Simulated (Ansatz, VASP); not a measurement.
One calculation of CaF, two programs

The input INCAR:

```
SYSTEM = CaF
ALGO     = Normal         ! electronic algorithm
EDIFF    = 1E-7           ! SCF threshold, eV
EDIFFG   = -0.01          ! ionic threshold
ENCUT    = 600            ! plane-wave cutoff, eV
GGA      = PE             ! functional
GGA_COMPAT= .FALSE.      
IBRION   = 2              ! ionic algorithm
ISIF     = 3              ! what is computed and relaxed
ISMEAR   = 0              ! smearing method
LASPH    = .TRUE.         ! aspherical terms in the spheres
LCHARG   = .FALSE.        ! write CHGCAR
LREAL    = .FALSE.        ! projectors in reciprocal space
LWAVE    = .FALSE.        ! write WAVECAR
NELM     = 120            ! most SCF steps
NELMIN   = 4            
NSW      = 100            ! ionic steps
PREC     = Accurate       ! precision mode
SIGMA    = 0.1            ! smearing width, eV
```

File KPOINTS:

```
k-points
0
G
  16 16 16
  0 0 0
```

POSCAR

```
CaF
1.0
    3.3009958400      0.0000000000      0.0000000000
    0.0000000000      3.3009958400      0.0000000000
    0.0000000000      0.0000000000      3.3009958400
Ca F
1 1
Direct
    0.5000000000      0.5000000000      0.5000000000
    0.0000000000      0.0000000000      0.0000000000
```

Input for Ansatz:

```yaml
crystal:
  lattice:
    - [3.30099584, 0.0, 0.0]
    - [0.0, 3.30099584, 0.0]
    - [0.0, 0.0, 3.30099584]
  atoms:
    - { symbol: Ca, position: [0.5, 0.5, 0.5] }
    - { symbol: F, position: [0.0, 0.0, 0.0] }
basis:
  ecutwfc: 420
kpoints:
  mp_grid: { grid: [16, 16, 16] }
hamiltonian:
  xc: pbe
scf:
  occupations: { method: gaussian, width: 0.1 }
output:
  forces: true
  stress: true
  eigenvalues: true
  write_density: true
  write_potential: true
  elf: true
  volumetric_format: npy
relax:
  adjacent_minimum: "off"
  f_tol: 0.01
  max_steps: 80
  cell: { stress_tol: 0.05 }
```

Change from the starting cell: species swapped into the NdAu type (Pm-3m, No. 221).

Alike in both runs: task relaxation of cell and atoms; functional PBE; k mesh 16 × 16 × 16; occupations gaussian, width 0.1 eV; no spin polarisation.

|  | VASP | Ansatz |
| --- | --- | --- |
| version | VASP 6.6.1 | Ansatz 0.2.0 |
| potentials or method | VASP PAW PBE potentials, release 64 (Ca_sv, F), cutoff 600 eV | scalar-relativistic, plane waves, PAW |
| valence electrons in the cell | 17 | 17 |

VASP gave:

```
gap on the k mesh at the Fermi level, each at its own relaxed structure (eV)  : none
relaxed volume (Å³/atom)                                                      : 19.19
relaxed length of the cell vector where the two differ most in proportion (Å) : 3.373
```

Question: Estimate Ansatz's values.

Answer: gap on the k mesh at the Fermi level, each at its own relaxed structure (eV): none; relaxed volume (Å³/atom): 19.24; relaxed length of the cell vector where the two differ most in proportion (Å): 3.376.

A gap of «none» marks a metal or a gap that the smearing closes.
